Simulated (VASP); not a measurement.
Set up this calculation in VASP 6.6.1, as the native input.

```
Task                   : single point
Functional             : PBEsol
Potentials or basis    : VASP PAW PBE potentials, release 64 (Au)
Cutoff                 : 520 eV
k mesh                 : 8 × 8 × 4
Occupations            : fermi-dirac, width 0.05 eV
Spin                   : no spin polarisation
Dipole correction      : no
Further INCAR settings : ALGO = Fast; EDIFF = 1e-06; NBANDS = 18
```

The structure of Au lies in POSCAR:

```
Au
1.0
    1.4113099650     -2.5559330250      0.0000000000
    1.4113099650      2.5559330250      0.0000000000
    0.0000000000      0.0000000000      4.8931696100
Au
2
Direct
    0.3346720300      0.6653279700      0.2500000000
    0.6653279700      0.3346720300      0.7500000000
```

One way to write it, as run:

INCAR

```
SYSTEM = Au
PREC = Accurate
ENCUT = 520
EDIFF = 1E-6
ISMEAR = -1
SIGMA = 0.05
LREAL = .False.
LASPH = .True.
NELM = 100
ALGO = Fast
ISIF = 2
LWAVE = .False.
LCHARG = .False.
GGA = PS
NBANDS = 18
```

KPOINTS

```
Automatic mesh
0
Gamma
  8 8 4
  0 0 0
```

Potentials or basis: VASP PAW PBE potentials, release 64 (Au).

Run with:

```sh
$ cat potpaw_PBE.64/Au/POTCAR > POTCAR
$ mpirun -np 1 vasp_std > vasp.out
```

Results of the run:

```yaml
Pressure: -5.0 GPa
Largest_force: 0.007 eV/Å
Band_gap_on_the_k_mesh: zero (bands 11 and 12 overlap by 5.89 eV)
```

Caveat: the cell stands under tension; the PAW data sets were made with another functional, which shifts forces and pressure a little; spin-orbit coupling is left out, which moves the levels of the heavy elements.

Run time: 23 s on 1 thread of AMD EPYC 7R13 Processor (Zen 3), with other jobs on the host, peak memory 0.14 GiB.
